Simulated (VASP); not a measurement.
# Bi (Im-3m) in VASP: a series of runs

The runs below take Bi through single point, relaxation of cell and atoms, with PBE.

Everything below comes from runs of VASP 6.6.1. Logs are shortened: lines on timing, memory, paths and dates and some standing lists are left out, and cuts for length are marked.

### 1 The cell of the first run

The structure is cubic, space group Im-3m (No. 229). Conventional cell: a = 3.685 Å, b = 3.685 Å, c = 3.685 Å, α = 90.00°, β = 90.00°, γ = 90.00°. Within 4.2 Å of Bi (site symmetry m-3m) lie 14 Bi at 3.19 to 3.68 Å.

This isn't the form of Bi at room conditions, which is rhombohedral.

### 2 Single point, PBE

INCAR

```
ALGO = Normal
EDIFF = 1E-6
ENCUT = 520
GGA = PE
ISIF = 2
ISMEAR = -1
LASPH = True
LCHARG = False
LREAL = False
LWAVE = False
NBANDS = 14
NELM = 80
PREC = Accurate
SIGMA = 0.08
```

KPOINTS

```
k-points
0
Gamma
  15 15 15
```

POSCAR

```
Bi
1.0
   -1.8423673653      1.8423673653      1.8423673653
    1.8423673653     -1.8423673653      1.8423673653
    1.8423673653      1.8423673653     -1.8423673653
Bi
1
Direct
    0.0000000000      0.0000000000      0.0000000000
```

Potentials or basis: VASP PAW PBE potentials, release 64 (Bi_d).

The run is started by

```console
> cat potpaw_PBE.64/Bi_d/POTCAR > POTCAR
> mpirun -np 1 vasp_std > vasp.out
```

OUTCAR:

```text
EDIFF = 1E-6
   ENCUT = 520
   GGA = PE
   ISIF = 2
   ISMEAR = -1
   LASPH = True
   LREAL = False
   NELM = 80
   PREC = Accurate

 ion  position               nearest neighbor table
   1  0.000  0.000  0.000-

  LATTYP: Found a body centered cubic cell.
 ALAT       =     3.6847347306

  Lattice vectors:

 A1 = (  -1.8423673653,   1.8423673653,   1.8423673653)
 A2 = (   1.8423673653,  -1.8423673653,   1.8423673653)
 A3 = (   1.8423673653,   1.8423673653,  -1.8423673653)

Analysis of symmetry for initial positions (statically):
=====================================================================
 Subroutine PRICEL returns:
 Original cell was already a primitive cell.

 Routine SETGRP: Setting up the symmetry group for a
 body centered cubic supercell.

 Subroutine GETGRP returns: Found 48 space group operations
 (whereof 48 operations were pure point group operations)
 out of a pool of 48 trial point group operations.

The static configuration has the point symmetry O_h .

Analysis of symmetry for dynamics (positions and initial velocities):
=====================================================================
 Subroutine PRICEL returns:
 Original cell was already a primitive cell.

 Routine SETGRP: Setting up the symmetry group for a
 body centered cubic supercell.

 Subroutine GETGRP returns: Found 48 space group operations
 (whereof 48 operations were pure point group operations)
 out of a pool of 48 trial point group operations.

The dynamic configuration has the point symmetry O_h .

 Subroutine INISYM returns: Found 48 space group operations
 (whereof 48 operations are pure point group operations),
 and found     1 'primitive' translations

----------------------------------------------------------------------------------------

                                     Primitive cell

  volume of cell :      25.0143

  direct lattice vectors                    reciprocal lattice vectors
    -1.842367365  1.842367365  1.842367365     0.000000000  0.271389957  0.271389957
     1.842367365 -1.842367365  1.842367365     0.271389957  0.000000000  0.271389957
     1.842367365  1.842367365 -1.842367365     0.271389957  0.271389957  0.000000000

  length of vectors
     3.191073883  3.191073883  3.191073883     0.383803358  0.383803358  0.383803358

  position of ions in fractional coordinates (direct lattice)
     0.000000000  0.000000000  0.000000000

  ion indices of the primitive-cell ions
   primitive index   ion index
                 1           1

----------------------------------------------------------------------------------------

 KPOINTS: k-points

Automatic generation of k-mesh.
 Grid dimensions read from file:
 generate k-points for:   15   15   15

 Generating k-lattice:

  Cartesian coordinates                     Fractional coordinates (reciprocal lattice)
     0.000000000  0.018092664  0.018092664     0.066666667  0.000000000  0.000000000
     0.018092664  0.000000000  0.018092664     0.000000000  0.066666667  0.000000000
     0.018092664  0.018092664  0.000000000     0.000000000  0.000000000  0.066666667

  Length of vectors
     0.025586891  0.025586891  0.025586891

  Shift w.r.t. Gamma in fractional coordinates (k-lattice)
     0.000000000  0.000000000  0.000000000

 Subroutine IBZKPT returns following result:
 ===========================================

 Found    120 irreducible k-points:

 Following reciprocal coordinates:
            Coordinates               Weight
  0.000000  0.000000  0.000000      1.000000
  0.066667  0.000000  0.000000     12.000000
  0.133333  0.000000  0.000000     12.000000
  0.200000  0.000000  0.000000     12.000000
  0.266667  0.000000  0.000000     12.000000
  0.333333  0.000000  0.000000     12.000000
[... 16 lines left out ...]
  0.333333  0.200000 -0.000000     48.000000
  0.400000  0.200000  0.000000     24.000000
 [... further k-points ...]
   k-points           NKPTS =    120   k-points in BZ     NKDIM =    120   number of bands    NBANDS=     14
   number of dos      NEDOS =    301   number of ions     NIONS =      1
   total plane-waves  NPLWV =  13824
   dimension x,y,z NGX =    24 NGY =   24 NGZ =   24
   dimension x,y,z NGXF=    48 NGYF=   48 NGZF=   48
   ions per type =               1
   NGX,Y,Z   is equivalent  to a cutoff of  12.50, 12.50, 12.50 a.u.
   NGXF,Y,Z  is equivalent  to a cutoff of  25.01, 25.01, 25.01 a.u.
 SYSTEM =  unknown system
   PREC   = accura    normal or accurate (medium, high low for compatibility)
   ISTART =      0    job   : 0-new  1-cont  2-samecut
   ICHARG =      2    charge: 1-file 2-atom 10-const
   ISPIN  =      1    spin polarized calculation?
   LNONCOLLINEAR =      F non collinear calculations
   LSORBIT =      F    spin-orbit coupling
   LASPH  =      T    aspherical Exc in radial PAW
   ENCUT  =  520.0 eV  38.22 Ry    6.18 a.u.   5.93  5.93  5.93*2*pi/ulx,y,z
   NELM   =     80;   NELMIN=  2; NELMDL= -5     # of ELM steps
   EDIFF  = 0.1E-05   stopping-criterion for ELM
   LREAL  =      F    real-space projection
[... 7 lines left out ...]
   TEBEG  =    0.0;   TEEND  =   0.0 temperature during run
   PSTRESS=    0.0 pullay stress
   NELECT =      15.0000    total number of electrons
   NUPDOWN=      -1.0000    fix difference up-down
   EMIN   =  10.00;   EMAX   =-10.00  energy-range for DOS
   EFERMI =   0.00;   METHOD = LEGACY
   ISMEAR =    -1;   SIGMA  =   0.08  broadening in eV -4-tet -1-fermi 0-gaus
   EFERMI_NEDOS =   21; number of points for ismear=-14 and -15
   IALGO  =     38    algorithm
   IMIX   =      4    mixing-type and parameters
     AMIX     =   0.40;   BMIX     =  1.00
     AMIX_MAG =   1.60;   BMIX_MAG =  1.00
  volume/ion in A,a.u.               =      25.01       168.80
  Fermi-wavevector in a.u.,A,eV,Ry     =   1.380519  2.608802 25.930424  1.905832
  Thomas-Fermi vector in A             =   2.505388
   LORBIT       =      0    0 simple, 1 ext, 2 COOP (PROOUT), +10 PAW based schemes
   GGA     = PE    functional components
   LHFCALC =     F    Hartree Fock is set to
   AEXX    =    0.0000 exact exchange contribution
   IVDW    =     0    specifies the selected vdW correction
   LEPSILON=     F    determine dielectric tensor
   LRPA    =     F    only Hartree local field effects (RPA)
 non-spin polarized calculation
  energy-cutoff  :      520.00
  volume of cell :       25.01
 maximum number of plane-waves:       686
   NGX = 11   NGY = 11   NGZ = 11

 number of electron      15.0000000 magnetization

 Free energy of the ion-electron system (eV)
  ---------------------------------------------------
  ext. energy  EPLUGINS =         0.00000000
  ---------------------------------------------------
  free energy    TOTEN  =        -3.41359405 eV

  energy without entropy =       -3.39994688  energy(sigma->0) =       -3.40677046

 E-fermi :  10.9775     XC(G=0): -11.3800

 val. band max:       10.9694243989   @ k =  -0.4667   0.4667   0.2000
 cond. band min:      11.0163970386   @ k =   0.4000   0.1333   0.0000
 fundamental gap:      0.0469726396
 Fermi energy:        10.9775143176

 k-point     1 :       0.0000    0.0000    0.0000
  band No.  band energies     occupation
      1     -12.3561      2.00000
      2     -12.3561      2.00000
      3     -12.3561      2.00000
      4     -12.0977      2.00000
      5     -12.0977      2.00000
      6      -4.3342      2.00000
      7      17.8523      0.00000
      8      17.8523      0.00000
      9      17.8523      0.00000
     10      21.3715      0.00000
     11      21.3715      0.00000
     12      21.3715      0.00000
     13      23.3091      0.00000
     14      24.1956      0.00000

 k-point     2 :       0.0667    0.0000    0.0000
  band No.  band energies     occupation
      1     -12.3599      2.00000
      2     -12.3507      2.00000
      3     -12.3386      2.00000
      4     -12.1020      2.00000
      5     -12.0981      2.00000
      6      -4.2298      2.00000
      7      16.7592      0.00000
      8      17.4751      0.00000
      9      17.7059      0.00000
     10      20.7650      0.00000
     11      21.1405      0.00000
     12      21.2870      0.00000
     13      23.8347      0.00000
     14      24.5863      0.00000

 k-point     3 :       0.1333    0.0000    0.0000
  band No.  band energies     occupation
      1     -12.3706      2.00000
      2     -12.3371      2.00000
      3     -12.2888      2.00000
      4     -12.1133      2.00000
      5     -12.0995      2.00000
      6      -3.9167      2.00000
      7      14.5512      0.00000
      8      16.5962      0.00000
      9      17.2809      0.00000
     10      19.9129      0.00000
     11      20.6692      0.00000
     12      21.3012      0.00000
     13      24.2182      0.00000
     14      25.5316      0.00000
[... 324 lines left out ...]
 k-point    23 :       0.3333    0.2000   -0.0000
  band No.  band energies     occupation
      1     -12.3961      2.00000
      2     -12.2734      2.00000
      3     -12.1357      2.00000
      4     -12.1182      2.00000
      5     -12.0037      2.00000
      6       0.1432      2.00000
      7       5.8229      2.00000
      8       9.5305      2.00000
      9      13.9915      0.00000
     10      19.8999      0.00000
     11      22.3127      0.00000
     12      24.0248      0.00000
     13      24.6985      0.00000
     14      28.8547      0.00000

 k-point    24 :       0.4000    0.2000    0.0000
  band No.  band energies     occupation
      1     -12.3977      2.00000
      2     -12.2714      2.00000
      3     -12.1381      2.00000
      4     -12.1110      2.00000
      5     -11.9978      2.00000
      6       0.5423      2.00000
      7       5.2887      2.00000
      8       9.3420      2.00000
      9      13.9000      0.00000
     10      19.8368      0.00000
     11      23.1694      0.00000
     12      23.7282      0.00000
     13      23.9896      0.00000
     14      30.3744      0.00000

 [... further k-points ...]

------------------------ aborting loop because EDIFF is reached ----------------------------------------

  FORCE on cell =-STRESS in cart. coord.  units (eV):
  Direction    XX          YY          ZZ          XY          YZ          ZX
  --------------------------------------------------------------------------------------
  -------------------------------------------------------------------------------------
  Total        3.2672285      3.2672285      3.2672285      0.0000000      0.0000000      0.0000000
  in kB      209.2673182    209.2673182    209.2673182      0.0000000      0.0000000      0.0000000
  external PRESSURE =     209.2673182 kB  Pullay stress =       0.0000000 kB

 VOLUME and BASIS-vectors are now :
 -----------------------------------------------------------------------------
  energy-cutoff  :      520.00
  volume of cell :       25.01
      direct lattice vectors                 reciprocal lattice vectors
    -1.842367365  1.842367365  1.842367365     0.000000000  0.271389957  0.271389957
     1.842367365 -1.842367365  1.842367365     0.271389957  0.000000000  0.271389957
     1.842367365  1.842367365 -1.842367365     0.271389957  0.271389957  0.000000000

 POSITION                                       TOTAL-FORCE (eV/Angst)
 -----------------------------------------------------------------------------------
      0.00000      0.00000      0.00000         0.000000     -0.000000      0.000000
 -----------------------------------------------------------------------------------
    total drift:                                0.000000      0.000000      0.000000

  FREE ENERGIE OF THE ION-ELECTRON SYSTEM (eV)
  ---------------------------------------------------
  free  energy   TOTEN  =        -3.4135940456 eV

  energy  without entropy=       -3.3999468826  energy(sigma->0) =       -3.40677046
```

Wall time 29 s (1 thread of Intel Xeon 8259CL, shared host); peak memory 0.16 GiB.

Results:

```
Free energy            : -3.4136 eV
Pressure               : 20.9 GPa
Band gap on the k mesh : zero (an odd number of electrons rules out a gap without spin polarisation)
```

Levels at points of the mesh, in eV from the Fermi level:
```csv
k point,band 4,band 5,band 6,band 7,band 8,band 9,band 10,band 11
"(0.00, 0.00, 0.00)",-23.08,-23.08,-15.31,6.87,6.87,6.87,10.39,10.39
```

Caveat: the cell stands under pressure; spin-orbit coupling is left out, which moves the levels of the heavy elements.

### 3 Single point, PBE

INCAR

```
SYSTEM = Bi
  ALGO = Normal
  EDIFF = 1E-6
  ENCUT = 520
  GGA = PE
  ISIF = 2
  ISMEAR = -1
  LASPH = .True.
  LCHARG = .False.
  LREAL = .False.
  LWAVE = .False.
  NBANDS = 14
  NELM = 80
  PREC = Accurate
  SIGMA = 0.08
```

KPOINTS

```
k-points
0
Gamma
  15 15 15
  0 0 0
```

POSCAR

```
Bi
1.0
   -1.8425277829      1.8425277829      1.8425277829
    1.8425277829     -1.8425277829      1.8425277829
    1.8425277829      1.8425277829     -1.8425277829
Bi
1
Direct
    0.0000000000      0.0000000000      0.0000000000
```

Potentials or basis: VASP PAW PBE potentials, release 64 (Bi_d).

The run is started by

```console
> cat potpaw_PBE.64/Bi_d/POTCAR > POTCAR
> mpirun -np 1 vasp_std > vasp.out
```

It took 26 s on 1 thread of Intel Xeon 8259CL, shared host; peak memory 0.16 GiB.

Results (log left out):

| Quantity | Value |
| --- | --- |
| Free energy | -3.4145 eV |
| Pressure | 20.9 GPa |
| Band gap on the k mesh | zero (an odd number of electrons rules out a gap without spin polarisation) |

Levels at points of the mesh, in eV from the Fermi level:
```tsv
k point	band 3	band 4	band 5	band 6	band 7	band 8	band 9	band 10	band 11	band 12
(0.00, 0.00, 0.00)	-23.33	-23.07	-23.07	-15.31	6.87	6.87	6.87	10.39	10.39	10.39
```

Caveat: the cell stands under pressure; spin-orbit coupling is left out, which moves the levels of the heavy elements.

### 4 Relaxation of cell and atoms, PBE, target pressure 21 GPa, at which the enthalpy is minimised

INCAR

```
PREC     = Accurate       # precision mode
ENCUT    = 600            # plane-wave cutoff, eV
EDIFF    = 1E-7           # SCF threshold, eV
ISMEAR   = -1             # smearing method
SIGMA    = 0.08           # smearing width, eV
LREAL    = False          # projectors in reciprocal space
LASPH    = True           # aspherical terms in the spheres
NELM     = 100            # most SCF steps
ALGO     = Normal         # electronic algorithm
ISIF     = 3              # what is computed and relaxed
LWAVE    = False          # write WAVECAR
LCHARG   = False          # write CHGCAR
GGA      = PE             # functional
IBRION   = 2              # ionic algorithm
NSW      = 60             # ionic steps
EDIFFG   = -0.005         # ionic threshold
PSTRESS  = 210.0
```

KPOINTS

```
Automatic mesh
0
Gamma
  15 15 15
```

POSCAR

```
Bi
1.0
   -1.8414524214      1.8414524214      1.8414524214
    1.8414524214     -1.8414524214      1.8414524214
    1.8414524214      1.8414524214     -1.8414524214
Bi
1
Direct
    0.0000000000      0.0000000000      0.0000000000
```

The run is started by

```console
> cat potpaw_PBE.64/Bi_d/POTCAR > POTCAR
> mpirun -np 1 vasp_std > vasp.out
```

Wall time 44 s (1 thread of AMD EPYC 9R45 (Zen 5), shared host); peak memory 0.16 GiB.

Results (log left out):

* Free energy: -3.4137 eV
* Relaxed volume: 25.01 Å³/atom
* Relaxed cell: a = 3.191 Å, b = 3.191 Å, c = 3.191 Å, α = 109.47°, β = 109.47°, γ = 109.47°
* Space group after relaxing (to 0.1 Å): Im-3m (No. 229)
* Energy change on relaxing (the run minimises the enthalpy): -5.0 meV/atom
* Ionic steps: 3
* Pressure after relaxing: 21.0 GPa
* Band gap on the k mesh: zero (an odd number of electrons rules out a gap without spin polarisation)

Step by step:
```
step  energy change (eV)  largest force (eV/Å)  pressure (GPa)  volume (Å³)
   1              0.0000                0.0000           21.21        24.98
   2             -0.0154                0.0000           20.57        25.10
   3             -0.0050                0.0000           21.00        25.01
```

Final structure:
```xyz
1
Lattice="-1.8424 1.8424 1.8424 1.8424 -1.8424 1.8424 1.8424 1.8424 -1.8424" Properties=species:S:1:pos:R:3 pbc="T T T"
Bi    0.0000    0.0000    0.0000
```

Levels at points of the mesh, in eV from the Fermi level:
```
           k point  band 5  band 6  band 7  band 8  band 9  band 10
(0.00, 0.00, 0.00)  -23.08  -15.31    6.87    6.87    6.87    10.39
```

Caveat: the cell is relaxed towards a set pressure, so the run minimises the enthalpy, not the energy; spin-orbit coupling is left out, which moves the levels of the heavy elements.

### 5 Relaxation of cell and atoms, PBE, target pressure 21 GPa, at which the enthalpy is minimised

INCAR

```
PREC = Accurate
ENCUT = 600
EDIFF = 1E-7
ISMEAR = -1
SIGMA = 0.08
LREAL = False
LASPH = True
NELM = 100
ALGO = Normal
ISIF = 3
LWAVE = False
LCHARG = False
GGA = PE
IBRION = 2
NSW = 32
EDIFFG = -0.005
PSTRESS = 210.0
```

KPOINTS is that of step 4.

POSCAR

```
Bi
1.0
   -1.8423673653      1.8423673653      1.8423673653
    1.8423673653     -1.8423673653      1.8423673653
    1.8423673653      1.8423673653     -1.8423673653
Bi
1
Direct
    0.0000000000      0.0000000000      0.0000000000
```

The run is started by

```console
> cat potpaw_PBE.64/Bi_d/POTCAR > POTCAR
> mpirun -np 1 vasp_std > vasp.out
```

It took 17 s on 1 thread of AMD EPYC 9R45 (Zen 5), shared host; peak memory 0.15 GiB.

The run converged. Its results:

- Free energy: -3.4137 eV
- Pressure after relaxing: 21.0 GPa
- Band gap on the k mesh: zero (an odd number of electrons rules out a gap without spin polarisation)

Final structure:
```
Bi
1.0
    -1.84237    1.84237    1.84237
     1.84237   -1.84237    1.84237
     1.84237    1.84237   -1.84237
Bi
1
Direct
  0.00000 0.00000 0.00000
```

Levels at points of the mesh, in eV from the Fermi level:
| k point | band 3 | band 4 | band 5 | band 6 | band 7 | band 8 | band 9 | band 10 | band 11 |
| --- | --- | --- | --- | --- | --- | --- | --- | --- | --- |
| (0.00, 0.00, 0.00) | -23.33 | -23.08 | -23.08 | -15.31 | 6.87 | 6.87 | 6.87 | 10.39 | 10.39 |

Caveat: the relaxation stopped at its first step, so nothing moved; the cell is relaxed towards a set pressure, so the run minimises the enthalpy, not the energy; spin-orbit coupling is left out, which moves the levels of the heavy elements.

### 6 The runs side by side

| task | cell | cutoff (eV) | gap on the mesh (eV) | pressure (GPa) |
| --- | --- | --- | --- | --- |
| single point | a = 3.191 Å, angles 109.5°, 1 atom | 520 | none | 20.9 |
| relaxation of cell and atoms | relaxed to 21 GPa from a = 3.189 Å, angles 109.5°, 1 atom | 600 | none | 21.0 |
| relaxation of cell and atoms | relaxed to 21 GPa from a = 3.191 Å, angles 109.5°, 1 atom | 600 | none | 21.0 |

Alike in all rows: level PBE; potentials or basis VASP PAW PBE potentials, release 64 (Bi_d); no spin polarisation; k mesh 15 × 15 × 15; smearing fermi-dirac 0.08 eV.

Caveats: spin-orbit coupling is left out, which moves the levels of the heavy elements; the cell is relaxed towards a set pressure, so the run minimises the enthalpy, not the energy (at least some runs); the cell stands under pressure (at least some runs); the relaxation stopped at its first step, so nothing moved (at least some runs).

Total energies depend on the potentials used, so only differences within one code and one set of settings carry meaning.
